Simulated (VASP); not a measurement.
Runs of VASP 6.6.1 on Sr3Pt. The structure is that of space group Pm-3m (No. 221), or close to it. The cells are those of the table. 

| task | cell | k mesh | cutoff (eV) | gap on the mesh (eV) | pressure (GPa) | relaxed volume (Å³/atom) |
| --- | --- | --- | --- | --- | --- | --- |
| relaxation of cell and atoms | relaxed from a = 5.638 Å, 4 atoms | 8 × 8 × 8 | 600 | none | 0.0 | 34.08 |
| single point | a = 5.142 Å, 4 atoms | 8 × 8 × 8 | 520 | none | 0.1 | - |
| single point | a = 5.638 Å, 4 atoms | 4 × 4 × 4 | 520 | none | (a) | - |
| single point | a = 5.142 Å, 4 atoms | 10 × 10 × 10 | 520 | none | 0.0 | - |
| relaxation of cell and atoms | relaxed from a = 5.142 Å, 4 atoms | 10 × 10 × 10 | 600 | none | 0.0 | 34.06 |

Alike in all rows: level PBE; potentials or basis VASP PAW PBE potentials, release 64 (Sr_sv, Pt); no spin polarisation; smearing gaussian 0.1 eV.

Question: Estimate the missing entries.

Answer: (a) -3.8.

Caveats: spin-orbit coupling is left out, which moves the levels of the heavy elements; the volume moved by over 15 % at a fixed basis, so the end points are rough (at least some runs); the cell stands under tension (at least some runs).

A k mesh can miss the band edges, and the runs leave out spin-orbit coupling on Pt, Sr.

A gap of «none» marks levels without a gap at the run's occupations.
